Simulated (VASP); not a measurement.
A run of VASP 6.6.1:

Contents of INCAR:

```
ALGO     = Normal         # electronic algorithm
EDIFF    = 1E-6           # SCF threshold, eV
ENCUT    = 520            # plane-wave cutoff, eV
GGA      = PE             # functional
ISIF     = 2              # what is computed and relaxed
ISMEAR   = -1             # smearing method
LASPH    = True           # aspherical terms in the spheres
LCHARG   = False          # write CHGCAR
LREAL    = False          # projectors in reciprocal space
LWAVE    = False          # write WAVECAR
NBANDS   = 55             # bands
NELM     = 100            # most SCF steps
PREC     = Accurate       # precision mode
SIGMA    = 0.05           # smearing width, eV
```

File KPOINTS:

```
k-points
0
Gamma
  3 3 2
```

The input POSCAR:

```
Ga2O3
1.0
    6.1070000000     -1.5185500000      0.0000000000
    6.1070000000      1.5185500000      0.0000000000
   -1.3859888959      0.0000000000      5.6300087380
Ga O
4 6
Direct
    0.3413400000      0.3413400000      0.6859800000
    0.6586600000      0.6586600000      0.3140200000
    0.9095000000      0.9095000000      0.2054000000
    0.0905000000      0.0905000000      0.7946000000
    0.5041000000      0.5041000000      0.7434000000
    0.4959000000      0.4959000000      0.2566000000
    0.8267000000      0.8267000000      0.4368000000
    0.1733000000      0.1733000000      0.5632000000
    0.8355000000      0.8355000000      0.8902000000
    0.1645000000      0.1645000000      0.1098000000
```

Potentials or basis: VASP PAW PBE potentials, release 64 (Ga_d, O).

Launch:

```bash
$ cat potpaw_PBE.64/Ga_d/POTCAR potpaw_PBE.64/O/POTCAR > POTCAR
$ mpirun -np 1 vasp_std > vasp.out
```

Hardware: 1 thread of Intel Xeon 6975P-C (shared host).

Task: Estimate the wall time of this run.

Result: Run time: 87 s on 1 thread of Intel Xeon 6975P-C, with other jobs on the host, peak memory 0.32 GiB. Counts: scf iterations 15, k points 8.
